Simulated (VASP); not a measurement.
# RbTi (CsCl type) in VASP: notebook, part 2 of 2

VASP 6.6.1. The steps go on from the part before.

## (5) Single point, PBEsol (31.51 Å³/atom)

This run uses another cell than the first one, of 31.51 Å³/atom.

The input, INCAR:

```
PREC = Accurate ; ENCUT = 520
EDIFF = 1E-6 ; ISMEAR = -1
SIGMA = 0.03 ; LREAL = F
LASPH = T ; NELM = 80
ALGO = Normal ; ISIF = 2
LWAVE = F ; LCHARG = F
GGA = PS ; NBANDS = 18
```

The input, KPOINTS:

```
regular mesh
0
Gamma
  10 10 10
```

The input, POSCAR:

```
RbTi
1.0
    3.9794893237      0.0000000000      0.0000000000
    0.0000000000      3.9794893237      0.0000000000
    0.0000000000      0.0000000000      3.9794893237
Rb Ti
1 1
Direct
    0.0000000000      0.0000000000      0.0000000000
    0.5000000000      0.5000000000      0.5000000000
```

Potentials or basis: VASP PAW PBE potentials, release 64 (Rb_sv, Ti_sv).

On the command line:

```
cat potpaw_PBE.64/Rb_sv/POTCAR potpaw_PBE.64/Ti_sv/POTCAR > POTCAR
mpirun -np 1 vasp_std > vasp.out
```

OUTCAR:

```text
PREC = Accurate
   ENCUT = 520
   EDIFF = 1E-6
   ISMEAR = -1
   LREAL = F
   LASPH = T
   NELM = 80
   ISIF = 2
   GGA = PS

 ion  position               nearest neighbor table
   1  0.000  0.000  0.000-   2 3.45   2 3.45   2 3.45   2 3.45   2 3.45   2 3.45   2 3.45   2 3.45

   2  0.500  0.500  0.500-   1 3.45   1 3.45   1 3.45   1 3.45   1 3.45   1 3.45   1 3.45   1 3.45

  LATTYP: Found a simple cubic cell.
 ALAT       =     3.9794893237

  Lattice vectors:

 A1 = (   3.9794893237,   0.0000000000,   0.0000000000)
 A2 = (   0.0000000000,   3.9794893237,   0.0000000000)
 A3 = (   0.0000000000,   0.0000000000,   3.9794893237)

Analysis of symmetry for initial positions (statically):
=====================================================================
 Subroutine PRICEL returns:
 Original cell was already a primitive cell.

 Routine SETGRP: Setting up the symmetry group for a
 simple cubic supercell.

 Subroutine GETGRP returns: Found 48 space group operations
 (whereof 48 operations were pure point group operations)
 out of a pool of 48 trial point group operations.

The static configuration has the point symmetry O_h .

Analysis of symmetry for dynamics (positions and initial velocities):
=====================================================================
 Subroutine PRICEL returns:
 Original cell was already a primitive cell.

 Routine SETGRP: Setting up the symmetry group for a
 simple cubic supercell.

 Subroutine GETGRP returns: Found 48 space group operations
 (whereof 48 operations were pure point group operations)
 out of a pool of 48 trial point group operations.

The dynamic configuration has the point symmetry O_h .

 Subroutine INISYM returns: Found 48 space group operations
 (whereof 48 operations are pure point group operations),
 and found     1 'primitive' translations

[... 109 lines left out ...]
   ISMEAR =    -1;   SIGMA  =   0.03  broadening in eV -4-tet -1-fermi 0-gaus
   EFERMI_NEDOS =   21; number of points for ismear=-14 and -15
   IALGO  =     38    algorithm
   IMIX   =      4    mixing-type and parameters
     AMIX     =   0.40;   BMIX     =  1.00
     AMIX_MAG =   1.60;   BMIX_MAG =  1.00
  volume/ion in A,a.u.               =      31.51       212.64
  Fermi-wavevector in a.u.,A,eV,Ry     =   1.134977  2.144796 17.526670  1.288174
  Thomas-Fermi vector in A             =   2.271682
   LORBIT       =      0    0 simple, 1 ext, 2 COOP (PROOUT), +10 PAW based schemes
   GGA     = PS    functional components
   LHFCALC =     F    Hartree Fock is set to
   AEXX    =    0.0000 exact exchange contribution
   IVDW    =     0    specifies the selected vdW correction
   LEPSILON=     F    determine dielectric tensor
   LRPA    =     F    only Hartree local field effects (RPA)
 non-spin polarized calculation
  energy-cutoff  :      520.00
  volume of cell :       63.02
 maximum number of plane-waves:      1743
 NGX is ok and might be reduce to    30
   NGX = 15   NGY = 15   NGZ = 15

 number of electron      20.9999993 magnetization

 Free energy of the ion-electron system (eV)
  ---------------------------------------------------
  ext. energy  EPLUGINS =         0.00000000
  ---------------------------------------------------
  free energy    TOTEN  =        -5.51404098 eV

  energy without entropy =       -5.50595839  energy(sigma->0) =       -5.50999968

 E-fermi :   3.0870     XC(G=0):  -8.9922

 val. band max:        3.0806292701   @ k =   0.5000   0.3000   0.3000
 cond. band min:       3.0943549402   @ k =   0.4000   0.3000   0.3000
 fundamental gap:      0.0137256701
 Fermi energy:         3.0870083295

 k-point     1 :       0.0000    0.0000    0.0000
  band No.  band energies     occupation
      1     -54.3247      2.00000
      2     -30.6663      2.00000
      3     -30.6663      2.00000
      4     -30.6663      2.00000
      5     -24.1583      2.00000
      6      -8.1676      2.00000
[... 481 lines left out ...]
      5     -24.1279      2.00000
      6      -8.5644      2.00000
[... 10 lines left out ...]
     17       7.8003      0.00000
     18       7.8050      0.00000

 [... further k-points ...]

------------------------ aborting loop because EDIFF is reached ----------------------------------------

  FORCE on cell =-STRESS in cart. coord.  units (eV):
  Direction    XX          YY          ZZ          XY          YZ          ZX
  --------------------------------------------------------------------------------------
  -------------------------------------------------------------------------------------
  Total        0.1621733      0.1621733      0.1621733     -0.0000000     -0.0000000      0.0000000
  in kB        4.1229480      4.1229480      4.1229480     -0.0000000     -0.0000000      0.0000000
  external PRESSURE =       4.1229480 kB  Pullay stress =       0.0000000 kB

 VOLUME and BASIS-vectors are now :
 -----------------------------------------------------------------------------
  energy-cutoff  :      520.00
  volume of cell :       63.02
      direct lattice vectors                 reciprocal lattice vectors
     3.979489324  0.000000000  0.000000000     0.251288524  0.000000000  0.000000000
     0.000000000  3.979489324  0.000000000     0.000000000  0.251288524  0.000000000
     0.000000000  0.000000000  3.979489324     0.000000000  0.000000000  0.251288524

 POSITION                                       TOTAL-FORCE (eV/Angst)
 -----------------------------------------------------------------------------------
      0.00000      0.00000      0.00000         0.000000      0.000000      0.000000
      1.98974      1.98974      1.98974         0.000000      0.000000      0.000000
 -----------------------------------------------------------------------------------
    total drift:                                0.000000      0.000000      0.000000

  FREE ENERGIE OF THE ION-ELECTRON SYSTEM (eV)
  ---------------------------------------------------
  free  energy   TOTEN  =        -5.5140409768 eV

  energy  without entropy=       -5.5059583931  energy(sigma->0) =       -5.50999968
```

Wall time 26 s (1 thread of Intel Xeon Platinum 8559C (Emerald Rapids), shared host); peak memory 0.21 GiB.

Results:

- Free energy: -5.5140 eV
- Pressure: 0.4 GPa
- Band gap on the k mesh: zero (an odd number of electrons rules out a gap without spin polarisation)

Caveat: the PAW data sets were made with another functional, which shifts forces and pressure a little.

## (6) Summary

```csv
cell,gap on the mesh (eV),pressure (GPa)
"a = 4.006 Å, 2 atoms, atomic positions A",none,0.1
"a = 4.006 Å, angles 90.0, 90.0, 89.4°, 2 atoms, atomic positions B",none,0.1
"a = 3.952 Å, 2 atoms, atomic positions B",none,0.8
"a = 3.979 Å, 2 atoms, atomic positions B",none,0.4
```

Alike in all rows: task single point; level PBEsol; potentials or basis VASP PAW PBE potentials, release 64 (Rb_sv, Ti_sv); no spin polarisation; k mesh 10 × 10 × 10; cutoff (eV) 520; smearing fermi-dirac 0.03 eV.

Caveats: the PAW data sets were made with another functional, which shifts forces and pressure a little.

Absolute energies hang on the potentials; compare differences alone.
